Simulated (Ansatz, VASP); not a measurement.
# Ti2C in VASP and in Ansatz

Contents of INCAR:

```
PREC     = Accurate       # precision mode
ENCUT    = 520            # plane-wave cutoff, eV
EDIFF    = 1E-8           # SCF threshold, eV
ISMEAR   = -1             # smearing method
SIGMA    = 0.05           # smearing width, eV
LREAL    = F              # projectors in reciprocal space
LASPH    = T              # aspherical terms in the spheres
NELM     = 80             # most SCF steps
ALGO     = Normal         # electronic algorithm
ISIF     = 2              # what is computed and relaxed
LWAVE    = F              # write WAVECAR
LCHARG   = F              # write CHGCAR
LEFG     = T            
NBANDS   = 21             # bands
```

KPOINTS

```
Automatic mesh
0
Gamma
  14 14 14
```

The input POSCAR:

```
Ti2C
1.0
    1.5353000866      0.8864059183      4.8476796605
   -1.5353000866      0.8864059183      4.8476796605
    0.0000000000     -1.7728118366      4.8476796605
Ti C
2 1
Direct
    0.2439514817      0.2439514817      0.2439514817
    0.7560485183      0.7560485183      0.7560485183
    0.5000000000      0.5000000000      0.5000000000
```

Input for Ansatz:

```yaml
crystal:
  lattice:
    - [1.5353000866, 0.8864059183, 4.8476796605]
    - [-1.5353000866, 0.8864059183, 4.8476796605]
    - [0.0, -1.7728118366, 4.8476796605]
  atoms:
    - { symbol: Ti, position: [0.2439514817, 0.2439514817, 0.2439514817] }
    - { symbol: Ti, position: [0.7560485183, 0.7560485183, 0.7560485183] }
    - { symbol: C, position: [0.5, 0.5, 0.5] }
kpoints:
  mp_grid: { grid: [14, 14, 14] }
  band_path:
    path:
      - [0.0, 0.0, 0.0]
      - [0.5, 0.5, 0.5]
      - [0.8110435315, 0.1889564685, 0.5]
      - [0.5, -0.1889564685, 0.1889564685]
      - [0.5, 0.0, 0.0]
      - [0.0, 0.0, 0.0]
      - [0.3444782343, -0.3444782343, 0.0]
      - [0.6555217657, 0.0, 0.3444782343]
      - [0.5, 0.0, 0.5]
    npoints: 6
scf:
  occupations: { method: fermi_dirac, width: 0.05 }
hamiltonian:
  xc: lda
  pseudopotentials: { kind: paw }
output:
  forces: true
  stress: true
  eigenvalues: true
  efg: { contact_densities: true }
  populations: true
```

Change from the starting cell: volume scaled by 1, PAW files.

Alike in both runs: task electric field gradients; functional LDA; k mesh 14 × 14 × 14; occupations fermi-dirac, width 0.05 eV; no spin polarisation.

|  | VASP | Ansatz |
| --- | --- | --- |
| version | VASP 6.6.1 | Ansatz 0.2.0 |
| potentials or method | VASP PAW LDA potentials, release 64 (Ti_sv, C) | PAW with Ansatz's default frozen-core files, scalar-relativistic |
| plane-wave cutoff (eV) | 520 | 420 |
| valence electrons in the cell | 28 | 28 |

Ansatz gave:

| Item | Value |
| --- | --- |
| pressure (GPa) | -7.2 |
| rms of the force components (eV/Å) | 0.000 |
| size of Vzz on the site where it differs most (V/Å²) | 13.5 |

Problem. What did VASP give for the same quantities?

Solution. Pressure (GPa): -6.7; rms of the force components (eV/Å): 0.024; size of Vzz on the site where it differs most (V/Å²): 12.0.

LDA's correlation is that of Perdew and Zunger in VASP and of Perdew and Wang (1992) in Ansatz. Atom by atom the forces differ by 0.024 eV/Å (rms over components).
